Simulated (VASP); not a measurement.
Input of a VASP 6.6.1 run:

INCAR

```
SYSTEM = HgTe
PREC = Accurate ; ENCUT = 520
EDIFF = 1E-8 ; ISMEAR = -1
SIGMA = 0.1 ; LREAL = .FALSE.
LASPH = .TRUE. ; NELM = 80
ALGO = Normal ; ISIF = 2
LWAVE = .FALSE. ; LCHARG = .FALSE.
IBRION = 8 ; NSW = 1
```

Contents of KPOINTS:

```
Automatic mesh
0
G
  10 10 10
  0 0 0
```

POSCAR

```
HgTe
1.0
    0.0000000000      3.1959205096      3.1959205096
    3.1959205096      0.0000000000      3.1959205096
    3.1959205096      3.1959205096      0.0000000000
Hg Te
1 1
Direct
    0.0000000000      0.0000000000      0.0000000000
    0.7500000000      0.7500000000      0.7500000000
```

Potentials or basis: VASP PAW LDA potentials, release 64 (Hg, Te).

Command:

```console
$ cat potpaw_LDA.64/Hg/POTCAR potpaw_LDA.64/Te/POTCAR > POTCAR
$ mpirun -np 1 vasp_std > vasp.out
```

(1) Estimate the highest phonon frequency at Γ, LO-TO splitting left out.

Results:

(1) 124 cm⁻¹.

Caveat: the cell stands under pressure or tension, which shifts response properties.
